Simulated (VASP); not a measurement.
# SnSe2 (P-3m1) in VASP: a series of runs, part 2 of 2

VASP 6.6.1. Earlier steps stand in the parts before.

### 5 Relaxation of cell and atoms, PBE+D3(BJ)

INCAR

```
PREC = Accurate
ENCUT = 600
EDIFF = 1E-6
ISMEAR = 0
SIGMA = 0.1
LREAL = F
LASPH = T
NELM = 100
ALGO = Normal
ISIF = 3
LWAVE = F
LCHARG = F
GGA = PE
IVDW = 12
IBRION = 2
NSW = 100
EDIFFG = -0.05
```

KPOINTS

```
regular mesh
0
Gamma
  6 6 4
```

POSCAR

```
SnSe2
1.0
    3.8090651400      0.0000000000      0.0000000000
   -1.9045325700      3.2987471800      0.0000000000
    0.0000000000      0.0000000000      6.1422352900
Sn Se
1 2
Direct
    0.0000000000      0.0000000000      0.0000000000
    0.3333333300      0.6666666700      0.2500000000
    0.6666666700      0.3333333300      0.7500000000
```

Potentials or basis: VASP PAW PBE potentials, release 64 (Sn_d, Se).

Command:

```sh
> cat potpaw_PBE.64/Sn_d/POTCAR potpaw_PBE.64/Se/POTCAR > POTCAR
> mpirun -np 1 vasp_std > vasp.out
```

OUTCAR:

```text
PREC = Accurate
   ENCUT = 600
   EDIFF = 1E-6
   ISMEAR = 0
   LREAL = F
   LASPH = T
   NELM = 100
   ISIF = 3
   GGA = PE
   IVDW = 12
   IBRION = 2
   NSW = 100
   EDIFFG = -0.05
 IVDW          = 12

 ion  position               nearest neighbor table
   1  0.000  0.000  0.000-   2 2.68   3 2.68   3 2.68   2 2.68   3 2.68   2 2.68
   2  0.333  0.667  0.250-   1 2.68   1 2.68   1 2.68
   3  0.667  0.333  0.750-   1 2.68   1 2.68   1 2.68

  LATTYP: Found a hexagonal cell.
 ALAT       =     3.8090651400
 C/A-ratio  =     1.6125309136

  Lattice vectors:

 A1 = (   3.8090651400,   0.0000000000,   0.0000000000)
 A2 = (  -1.9045325700,   3.2987471800,   0.0000000000)
 A3 = (   0.0000000000,   0.0000000000,   6.1422352900)

Analysis of symmetry for initial positions (statically):
[... 780 lines left out ...]
     16       8.3339      0.00000
     17       9.8552      0.00000

[... ionic steps 4 to 10 ...]

--------------------------------------- Ionic step       11  -------------------------------------------

 number of electron      25.9999995 magnetization

------------------------ aborting loop because EDIFF is reached ----------------------------------------
[... 77 lines left out ...]
--------------------------------------- Ionic step       13  -------------------------------------------

 number of electron      25.9999996 magnetization

 Free energy of the ion-electron system (eV)
  ---------------------------------------------------
  ext. energy  EPLUGINS =         0.00000000
  ---------------------------------------------------
  free energy    TOTEN  =       -11.79616949 eV

  energy without entropy =      -11.79616923  energy(sigma->0) =      -11.79616936

 E-fermi :   4.6569     XC(G=0):  -9.5581

 val. band max:        4.3437772761   @ k =   0.1667   0.0000   0.0000
 cond. band min:       4.9699966719   @ k =   0.5000   0.0000   0.2500
 fundamental gap:      0.6262193958
 Fermi energy:         4.6569338226

 k-point     1 :       0.0000    0.0000    0.0000
  band No.  band energies     occupation
      1     -16.9851      2.00000
      2     -16.9851      2.00000
      3     -16.9526      2.00000
      4     -16.9409      2.00000
      5     -16.9409      2.00000
      6      -9.5121      2.00000
[... 503 lines left out ...]
  FREE ENERGIE OF THE ION-ELECTRON SYSTEM (eV)
  ---------------------------------------------------
  free  energy   TOTEN  =       -12.8869989155 eV

  energy  without entropy=      -12.8869986526  energy(sigma->0) =      -12.88699878

 reached required accuracy - stopping structural energy minimisation
```

OSZICAR:

```text
N       E                     dE             d eps       ncg     rms          rms(c)
DAV:   1     0.211012891583E+03    0.21101E+03   -0.13440E+04   817   0.190E+03
DAV:   2     0.125599639872E+02   -0.19845E+03   -0.19537E+03   865   0.436E+02
DAV:   3    -0.112281404727E+02   -0.23788E+02   -0.23362E+02  1081   0.129E+02
DAV:   4    -0.120060996688E+02   -0.77796E+00   -0.77702E+00   985   0.242E+01
[... 109 lines left out ...]
DAV:   3    -0.117963193636E+02    0.50670E-02   -0.14166E-02  1007   0.179E+00    0.817E-02
DAV:   4    -0.117962234702E+02    0.95893E-04   -0.85969E-04   898   0.300E-01    0.490E-02
DAV:   5    -0.117961698857E+02    0.53585E-04   -0.84979E-05  1157   0.109E-01    0.126E-02
DAV:   6    -0.117961689165E+02    0.96917E-06   -0.11760E-05   955   0.374E-02    0.405E-03
DAV:   7    -0.117961694912E+02   -0.57467E-06   -0.83140E-07   488   0.112E-02
  13 F= -.12886999E+02 E0= -.12886999E+02  d E =-.735019E-03
```

It took 1.9 min on 1 thread of Intel Xeon 6975P-C (Granite Rapids), shared host; peak memory 0.23 GiB.

What came out:

| Item | Value |
| --- | --- |
| Free energy | -12.8870 eV |
| Relaxed volume | 25.60 Å³/atom |
| Relaxed cell | a = 3.842 Å, b = 3.842 Å, c = 6.007 Å, α = 90.00°, β = 90.00°, γ = 120.00° |
| Space group after relaxing (to 0.05 Å) | P-3m1 (No. 164) |
| Energy gained by relaxing | 19.0 meV/atom |
| Ionic steps | 13 |
| Pressure after relaxing | 0.0 GPa |
| Largest force after relaxing | 0.005 eV/Å |
| Band gap on the k mesh | 0.63 eV, indirect (least direct gap 0.80 eV) |
| Dispersion energy per atom | -0.364 eV |

Forces in eV/Å, atoms in the order of the input:
```
Sn   0.000  0.000  0.000
Se   0.000  0.000 -0.005
Se   0.000  0.000  0.005
```

Step by step:
```csv
step,energy change (eV),largest force (eV/Å),pressure (GPa),volume (Å³)
1,0.0000,0.7330,3.11,77.18
2,-0.0155,0.2740,-2.67,82.89
3,-0.0433,0.1445,-0.34,80.25
4,-0.0433,0.1551,-0.27,80.19
5,-0.0459,0.1193,-0.18,79.76
6,-0.0478,0.0684,-0.03,79.16
7,-0.0479,0.0506,0.04,78.96
8,-0.0503,0.0296,-0.05,78.69
9,-0.0547,0.0277,-0.28,77.95
10,-0.0537,0.1364,-0.52,76.43
11,-0.0561,0.0645,-0.37,77.35
12,-0.0554,0.0780,0.61,76.02
13,-0.0569,0.0050,0.04,76.80
```

Final structure:
```
Sn Se
1.0
     3.84213    0.00000    0.00000
    -1.92106    3.32738    0.00000
     0.00000    0.00000    6.00715
Sn Se
1 2
Cartesian
  0.0000 0.0000 0.0000
  0.0000 2.2183 1.5936
  1.9211 1.1091 4.4136
```

Levels at points of the mesh, in eV from the valence-band top:
```
           k point  band 11  band 12  band 13  band 14  band 15  band 16
(0.00, 0.00, 0.00)    -0.48    -0.48    -0.04     0.76     2.98     4.55
(0.50, 0.00, 0.00)    -2.59    -1.60    -0.30     1.18     3.57     4.96
(0.00, 0.00, 0.50)    -0.82    -0.22    -0.22     2.46     2.84     4.16
(0.50, 0.00, 0.50)    -1.97    -1.03    -0.92     0.68     3.97     4.60
```

Caveat: spin-orbit coupling is left out, which moves the levels of the heavy elements; the relaxation stopped at a loose force limit of 0.05 eV/Å, so its end isn't a converged minimum.

### 6 Single point, LDA

This run uses another cell than the first one, of 25.58 Å³/atom, 0.994 times its volume.

INCAR

```
SYSTEM = SnSe2
ALGO     = Normal         ! electronic algorithm
EDIFF    = 1E-7           ! SCF threshold, eV
ENCUT    = 520            ! plane-wave cutoff, eV
ISIF     = 2              ! what is computed and relaxed
ISMEAR   = 0              ! smearing method
LASPH    = .TRUE.         ! aspherical terms in the spheres
LCHARG   = .TRUE.         ! write CHGCAR
LELF     = .TRUE.         ! ELF
LREAL    = .FALSE.        ! projectors in reciprocal space
LVHAR    = .TRUE.       
LWAVE    = .FALSE.        ! write WAVECAR
NBANDS   = 20             ! bands
NELM     = 60             ! most SCF steps
PREC     = Accurate       ! precision mode
SIGMA    = 0.02           ! smearing width, eV
```

KPOINTS

```
k-points
0
G
  12 12 6
  0 0 0
```

POSCAR

```
SnSe2
1.0
    3.8400588335      0.0000000000      0.0000000000
   -1.9200294167      3.3255885018      0.0000000000
    0.0000000000      0.0000000000      6.0097292652
Sn Se
1 2
Direct
    0.0000000000      0.0000000000      0.0000000000
    0.3333333333      0.6666666667      0.2651382426
    0.6666666667      0.3333333333      0.7348617574
```

Potentials or basis: VASP PAW LDA potentials, release 64 (Sn_d, Se).

Command:

```sh
> cat potpaw_LDA.64/Sn_d/POTCAR potpaw_LDA.64/Se/POTCAR > POTCAR
> mpirun -np 1 vasp_std > vasp.out
```

OUTCAR:

```text
SYSTEM = SnSe2
   EDIFF = 1E-7
   ENCUT = 520
   ISIF = 2
   ISMEAR = 0
   LASPH = .TRUE.
   LREAL = .FALSE.
   NELM = 60
   PREC = Accurate

 ion  position               nearest neighbor table
   1  0.000  0.000  0.000-   2 2.73   3 2.73   2 2.73   3 2.73   3 2.73   2 2.73
   2  0.333  0.667  0.265-   1 2.73   1 2.73   1 2.73
   3  0.667  0.333  0.735-   1 2.73   1 2.73   1 2.73

  LATTYP: Found a hexagonal cell.
 ALAT       =     3.8400588335
 C/A-ratio  =     1.5650096849

  Lattice vectors:

 A1 = (   3.8400588335,   0.0000000000,   0.0000000000)
 A2 = (  -1.9200294167,   3.3255885018,   0.0000000000)
 A3 = (   0.0000000000,   0.0000000000,   6.0097292652)

Analysis of symmetry for initial positions (statically):
=====================================================================
 Subroutine PRICEL returns:
 Original cell was already a primitive cell.

 Routine SETGRP: Setting up the symmetry group for a
 hexagonal supercell.

 Subroutine GETGRP returns: Found 12 space group operations
 (whereof 12 operations were pure point group operations)
 out of a pool of 24 trial point group operations.

The static configuration has the point symmetry D_3d.

Analysis of symmetry for dynamics (positions and initial velocities):
=====================================================================
 Subroutine PRICEL returns:
 Original cell was already a primitive cell.

 Routine SETGRP: Setting up the symmetry group for a
 hexagonal supercell.

 Subroutine GETGRP returns: Found 12 space group operations
 (whereof 12 operations were pure point group operations)
 out of a pool of 24 trial point group operations.

The dynamic configuration has the point symmetry D_3d.

 Subroutine INISYM returns: Found 12 space group operations
 (whereof 12 operations are pure point group operations),
[... 107 lines left out ...]
   TEBEG  =    0.0;   TEEND  =   0.0 temperature during run
   PSTRESS=    0.0 pullay stress
   NELECT =      26.0000    total number of electrons
   NUPDOWN=      -1.0000    fix difference up-down
   EMIN   =  10.00;   EMAX   =-10.00  energy-range for DOS
   EFERMI =   0.00;   METHOD = LEGACY
   ISMEAR =     0;   SIGMA  =   0.02  broadening in eV -4-tet -1-fermi 0-gaus
   EFERMI_NEDOS =   21; number of points for ismear=-14 and -15
   IALGO  =     38    algorithm
   IMIX   =      4    mixing-type and parameters
     AMIX     =   0.40;   BMIX     =  1.00
     AMIX_MAG =   1.60;   BMIX_MAG =  1.00
  volume/ion in A,a.u.               =      25.58       172.64
  Fermi-wavevector in a.u.,A,eV,Ry     =   1.141245  2.156640 17.720771  1.302440
  Thomas-Fermi vector in A             =   2.277945
   LORBIT       =      0    0 simple, 1 ext, 2 COOP (PROOUT), +10 PAW based schemes
   GGA     = CA    functional components
   LHFCALC =     F    Hartree Fock is set to
   AEXX    =    0.0000 exact exchange contribution
   IVDW    =     0    specifies the selected vdW correction
   LEPSILON=     F    determine dielectric tensor
   LRPA    =     F    only Hartree local field effects (RPA)
 non-spin polarized calculation
 Gauss-broadening in eV      SIGMA  =   0.02
  energy-cutoff  :      520.00
  volume of cell :       76.75
 maximum number of plane-waves:      2098
 NGX is ok and might be reduce to    30
   NGX = 15   NGY = 15   NGZ = 23

 number of electron      26.0000000 magnetization

 Free energy of the ion-electron system (eV)
  ---------------------------------------------------
  ext. energy  EPLUGINS =         0.00000000
  ---------------------------------------------------
  free energy    TOTEN  =       -13.77799858 eV

  energy without entropy =      -13.77799858  energy(sigma->0) =      -13.77799858

 E-fermi :   4.4930     XC(G=0):  -9.8751

 val. band max:        4.3764840353   @ k =   0.0833   0.0833   0.0000
 cond. band min:       4.5938720235   @ k =   0.0000   0.4167   0.3333
 fundamental gap:      0.2173879882
 Fermi energy:         4.4930294197

 k-point     1 :       0.0000    0.0000    0.0000
  band No.  band energies     occupation
      1     -16.9621      2.00000
      2     -16.9621      2.00000
      3     -16.9245      2.00000
      4     -16.9135      2.00000
      5     -16.9135      2.00000
      6      -9.6291      2.00000
[... 541 lines left out ...]
     19      11.9954      0.00000
     20      13.0028      0.00000

 [... further k-points ...]
[... 5 lines left out ...]
  --------------------------------------------------------------------------------------
  -------------------------------------------------------------------------------------
  Total       -1.0183393     -1.0183393     -1.0562023     -0.0000000      0.0000000     -0.0000000
  in kB      -21.2589501    -21.2589501    -22.0493817     -0.0000000      0.0000000     -0.0000000
  external PRESSURE =     -21.5224273 kB  Pullay stress =       0.0000000 kB

 VOLUME and BASIS-vectors are now :
 -----------------------------------------------------------------------------
  energy-cutoff  :      520.00
  volume of cell :       76.75
      direct lattice vectors                 reciprocal lattice vectors
     3.840058834  0.000000000  0.000000000     0.260412677  0.150349329  0.000000000
    -1.920029417  3.325588502  0.000000000     0.000000000  0.300698658  0.000000000
     0.000000000  0.000000000  6.009729265     0.000000000  0.000000000  0.166396847

 POSITION                                       TOTAL-FORCE (eV/Angst)
 -----------------------------------------------------------------------------------
      0.00000      0.00000      0.00000         0.000000      0.000000     -0.000000
     -0.00000      2.21706      1.59341         0.000000     -0.000000     -0.208160
      1.92003      1.10853      4.41632        -0.000000      0.000000      0.208160
 -----------------------------------------------------------------------------------
    total drift:                                0.000000      0.000000      0.000000

  FREE ENERGIE OF THE ION-ELECTRON SYSTEM (eV)
  ---------------------------------------------------
  free  energy   TOTEN  =       -13.7779985801 eV

  energy  without entropy=      -13.7779985801  energy(sigma->0) =      -13.77799858
```

It took 4.9 min on 1 thread of AMD EPYC 7R13, shared host; peak memory 0.24 GiB.

What came out:

```yaml
Free_energy: -13.7780 eV
Pressure: -2.2 GPa
Largest_force: 0.208 eV/Å
Band_gap_on_the_k_mesh: 0.22 eV, indirect (least direct gap 0.64 eV)
```

Forces in eV/Å, atoms in the order of the input:
```
Sn   0.000  0.000  0.000
Se   0.000  0.000 -0.208
Se   0.000  0.000  0.208
```

Stress tensor (GPa, compression positive):
```
-2.13  0.00  0.00
 0.00 -2.13  0.00
 0.00  0.00 -2.20
```

Levels at points of the mesh, in eV from the valence-band top:
```tsv
k point	band 10	band 11	band 12	band 13	band 14	band 15	band 16	band 17
(0.00, 0.00, 0.00)	-0.76	-0.58	-0.58	-0.15	0.49	2.74	4.35	4.35
(0.50, 0.00, 0.00)	-3.30	-2.72	-1.76	-0.40	1.00	3.32	4.76	4.86
(0.00, 0.00, 0.50)	-0.93	-0.93	-0.31	-0.31	2.26	2.58	3.96	3.96
(0.50, 0.00, 0.50)	-2.43	-2.10	-1.16	-1.02	0.49	3.72	4.38	5.65
```

Caveat: spin-orbit coupling is left out, which moves the levels of the heavy elements. A k mesh can miss the band edges.

### 7 The runs side by side

```csv
task,level,potentials or basis,cell,k mesh,cutoff (eV),smearing,gap on the mesh (eV),pressure (GPa),largest force (eV/Å)
single point,PBE+D3(BJ),"VASP PAW PBE potentials, release 64 (Sn_d, Se)","a = 3.809, b = 3.809, c = 6.142 Å, angles 90.0, 90.0, 120.0°, 3 atoms",6 × 6 × 4,520,gaussian 0.1 eV,0.83,3.1,0.73
single point,PBE+D3(BJ),"VASP PAW PBE potentials, release 64 (Sn_d, Se)","a = 3.840, b = 3.840, c = 6.025 Å, angles 90.0, 90.0, 120.0°, 3 atoms",6 × 6 × 4,520,gaussian 0.1 eV,0.64,0.0,-
single point,PBE+D3(BJ),"VASP PAW PBE potentials, release 64 (Sn_d, Se)","a = 3.840, b = 3.840, c = 6.010 Å, angles 90.0, 90.0, 120.0°, 3 atoms",9 × 9 × 6,520,gaussian 0.02 eV,0.38,0.1,0.01
relaxation of cell and atoms,PBE+D3(BJ),"VASP PAW PBE potentials, release 64 (Sn_d, Se)","relaxed from a = 3.809, b = 3.809, c = 6.142 Å, angles 90.0, 90.0, 120.0°, 3 atoms",6 × 6 × 4,600,gaussian 0.1 eV,0.63,0.0,-
single point,LDA,"VASP PAW LDA potentials, release 64 (Sn_d, Se)","a = 3.840, b = 3.840, c = 6.010 Å, angles 90.0, 90.0, 120.0°, 3 atoms",12 × 12 × 6,520,gaussian 0.02 eV,0.22,-2.2,0.21
```

Alike in all rows: no spin polarisation.

Caveats: spin-orbit coupling is left out, which moves the levels of the heavy elements; the relaxation stopped at a loose force limit of 0.05 eV/Å, so its end isn't a converged minimum (some runs).

Total energies depend on the potentials used, so only differences within one code and one set of settings carry meaning.
